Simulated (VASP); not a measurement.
Input of a VASP 6.6.1 run:

INCAR

```
SYSTEM = Bi3Br2
ALGO = Normal
EDIFF = 1E-6
ENCUT = 520
GGA = PE
ISIF = 2
ISMEAR = 0
LASPH = .TRUE.
LCHARG = .FALSE.
LREAL = .FALSE.
LWAVE = .FALSE.
NBANDS = 70
NELM = 60
PREC = Accurate
SIGMA = 0.1
```

File KPOINTS:

```
k-points
0
G
  3 3 3
  0 0 0
```

Contents of POSCAR:

```
Bi3Br2
1.0
    3.6581547233      2.1120366142      6.6583909437
   -3.6581547233      2.1120366142      6.6583909437
    0.0000000000     -4.2240732286      6.6583909437
Bi Br
6 4
Direct
    0.0562500000      0.4437500000      0.7500000000
    0.7500000000      0.0562500000      0.4437500000
    0.4437500000      0.7500000000      0.0562500000
    0.9437500000      0.5562500000      0.2500000000
    0.2500000000      0.9437500000      0.5562500000
    0.5562500000      0.2500000000      0.9437500000
    0.8521800000      0.8521800000      0.8521800000
    0.6478200000      0.6478200000      0.6478200000
    0.1478200000      0.1478200000      0.1478200000
    0.3521800000      0.3521800000      0.3521800000
```

Potentials or basis: VASP PAW PBE potentials, release 64 (Bi_d, Br).

Launch:

```bash
$ cat potpaw_PBE.64/Bi_d/POTCAR potpaw_PBE.64/Br/POTCAR > POTCAR
$ mpirun -np 1 vasp_std > vasp.out
```

Question: What does it give for the pressure?

Answer: 9.0 GPa.

Question: Predict the band gap on the k mesh.

Answer: Zero (bands 59 and 60 overlap by 0.24 eV).

Question: Predict the largest force.

Answer: 0.314 eV/Å.

Forces on the atoms (eV/Å):
```
Bi   0.254  0.000  0.000
Bi  -0.127  0.220  0.000
Bi  -0.127 -0.220  0.000
Bi  -0.254  0.000  0.000
Bi   0.127 -0.220  0.000
Bi   0.127  0.220  0.000
Br   0.000  0.000  0.314
Br   0.000  0.000 -0.314
Br   0.000  0.000 -0.314
Br   0.000  0.000  0.314
```

Caveat: the cell stands under pressure; spin-orbit coupling is left out, which moves the levels of the heavy elements.
